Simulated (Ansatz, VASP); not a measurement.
Al6H in VASP and in Ansatz

```xyz
14
Lattice="5.7143 0.0000 0.0000 -2.8572 4.9487 0.0000 0.0000 0.0000 22.6016" Properties=species:S:1:pos:R:3 pbc="T T T"
Al    1.4286    0.8248    4.0000
Al    0.0000    3.2992    4.0000
Al    4.2857    0.8248    4.0000
Al    2.8572    3.2992    4.0000
Al    0.0000    1.6496    6.3009
Al   -1.4286    4.1239    6.3009
Al    2.8572    1.6496    6.3009
Al    1.4286    4.1239    6.3009
Al    0.0000    0.0000    8.6016
Al   -1.4286    2.4744    8.6016
Al    2.8572    0.0000    8.6016
Al    1.4286    2.4744    8.6016
H     0.6811    0.8248    9.0516
H     2.1761    0.8248    9.0516
```

Alike in both runs: task single point; functional PBE; k mesh 6 × 6 × 1; occupations gaussian, width 0.1 eV; no spin polarisation.

|  | VASP | Ansatz |
| --- | --- | --- |
| version | VASP 6.6.1 | Ansatz 0.2.0 |
| potentials or method | VASP PAW PBE potentials, release 64 (Al, H), cutoff 520 eV | scalar-relativistic, plane waves, PAW |
| valence electrons in the cell | 38 | 38 |

|  | VASP | Ansatz | Ansatz less VASP |
| --- | --- | --- | --- |
| gap on the k mesh at the Fermi level (eV) | none | none | - |
| rms of the force components (eV/Å) | 4.388 | 4.459 | +0.0710 |

Atom by atom the forces differ by 0.071 eV/Å (rms over components). A gap of «none» marks a metal or a gap that the smearing closes. Ansatz's warnings: xc potential rough in thin density.
